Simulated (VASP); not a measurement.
Set up this calculation in VASP 6.6.1, as the native input.

```yaml
Task: single point
Functional: PBEsol
Potentials_or_basis: VASP PAW PBE potentials, release 64 (Pt, S)
Cutoff: 520 eV
k_mesh: 10 × 10 × 6
Occupations: fermi-dirac, width 0.01 eV
Spin: non-collinear spin, zero start, spin-orbit coupling
Starting_moments: "[[0.0, 0.0, 0.0], [0.0, 0.0, 0.0], [0.0, 0.0, 0.0]] μB"
Dipole_correction: no
Further_INCAR_settings: ALGO = Normal; EDIFF = 1e-07; NBANDS = 35
```

The structure of PtS2 lies in POSCAR:

```
PtS2
1.0
    3.5733777869      0.0000000000      0.0000000000
   -1.7866888934      3.0946359408      0.0000000000
    0.0000000000      0.0000000000      4.7371073000
Pt S
1 2
Direct
    0.0000000000      0.0000000000      0.0000000000
    0.3333333333      0.6666666667      0.2524636773
    0.6666666667      0.3333333333      0.7475363227
```

These files were run (other wordings do the same):

INCAR

```
SYSTEM = PtS2
ALGO = Normal
EDIFF = 1E-7
ENCUT = 520
GGA = PS
GGA_COMPAT = .FALSE.
ISIF = 2
ISMEAR = -1
LASPH = .TRUE.
LCHARG = .FALSE.
LMAXMIX = 4
LORBIT = 11
LORBMOM = .TRUE.
LREAL = .FALSE.
LSORBIT = .TRUE.
LWAVE = .FALSE.
MAGMOM = 0 0 0 0 0 0 0 0 0
NBANDS = 35
NELM = 150
PREC = Accurate
SIGMA = 0.01
```

KPOINTS

```
k-points
0
G
  10 10 6
  0 0 0
```

Potentials or basis: VASP PAW PBE potentials, release 64 (Pt, S).

Launch:

```bash
$ cat potpaw_PBE.64/Pt/POTCAR potpaw_PBE.64/S/POTCAR > POTCAR
$ mpirun -np 1 vasp_ncl > vasp.out
```

Results of the run:

```yaml
Pressure: -0.1 GPa
Net_moment: 0.00 μB per cell
Valence_electrons_inside_the_program's_atomic_spheres: Pt 9.48; S 3.61
```

Caveat: the PAW data sets were made with another functional, which shifts forces and pressure a little.

It took 4.8 min on 1 thread of Oxide Virtual Turin-like Processor, on a shared host, peak memory 0.36 GiB.
